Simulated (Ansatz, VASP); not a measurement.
**Two plane-wave programs on LiSi2**

File INCAR:

```
  PREC = Accurate
  ENCUT = 600
  EDIFF = 1E-7
  ISMEAR = 0
  SIGMA = 0.1
  LREAL = False
  LASPH = True
  NELM = 60
  ALGO = Normal
  ISIF = 3
  LWAVE = False
  LCHARG = False
  GGA = PE
  IBRION = 2
  NSW = 100
  EDIFFG = -0.01
```

File KPOINTS:

```
regular mesh
0
Gamma
  12 12 10
```

The input POSCAR:

```
LiSi2
1.0
    3.8047551020      0.0000000000      0.0000000000
   -1.9023775510      3.2950145735      0.0000000000
    0.0000000000      0.0000000000      4.4366530027
Li Si
1 2
Direct
    0.0000000000      0.0000000000      0.0000000000
    0.3333333333      0.6666666667      0.5894974604
    0.6666666667      0.3333333333      0.4105025396
```

Input for Ansatz:

```yaml
crystal:
  lattice:
    - [3.804755102, 0.0, 0.0]
    - [-1.902377551, 3.2950145735, 0.0]
    - [0.0, 0.0, 4.4366530027]
  atoms:
    - { symbol: Li, position: [0.0, 0.0, 0.0] }
    - { symbol: Si, position: [0.3333333333, 0.6666666667, 0.5894974604] }
    - { symbol: Si, position: [0.6666666667, 0.3333333333, 0.4105025396] }
basis:
  ecutwfc: 420
kpoints:
  mp_grid: { grid: [12, 12, 10] }
hamiltonian:
  xc: pbe
scf:
  occupations: { method: gaussian, width: 0.1 }
output:
  forces: true
  stress: true
  eigenvalues: true
relax:
  adjacent_minimum: "off"
  f_tol: 0.01
  max_steps: 80
  cell: { stress_tol: 0.05 }
```

Alike in both runs: task relaxation of cell and atoms; functional PBE; k mesh 12 × 12 × 10; occupations gaussian, width 0.1 eV; no spin polarisation.

|  | VASP | Ansatz |
| --- | --- | --- |
| version | VASP 6.6.1 | Ansatz 0.2.0 |
| potentials or method | VASP PAW PBE potentials, release 64 (Li_sv, Si), cutoff 600 eV | scalar-relativistic, plane waves, PAW |
| valence electrons in the cell | 11 | 11 |

Ansatz gave:

* gap on the k mesh at the Fermi level, each at its own relaxed structure (eV): none
* relaxed volume (Å³/atom): 18.54
* relaxed cell length with the largest relative difference (Å): 4.424

Problem. What did VASP give for the same quantities?

Solution. gap on the k mesh at the Fermi level, each at its own relaxed structure (eV): none; relaxed volume (Å³/atom): 18.52; relaxed cell length with the largest relative difference (Å): 4.420.

A gap of «none» marks a metal or a gap that the smearing closes.

Noted on VASP's run: the cutoff is short for stress, so the pressure is rough.
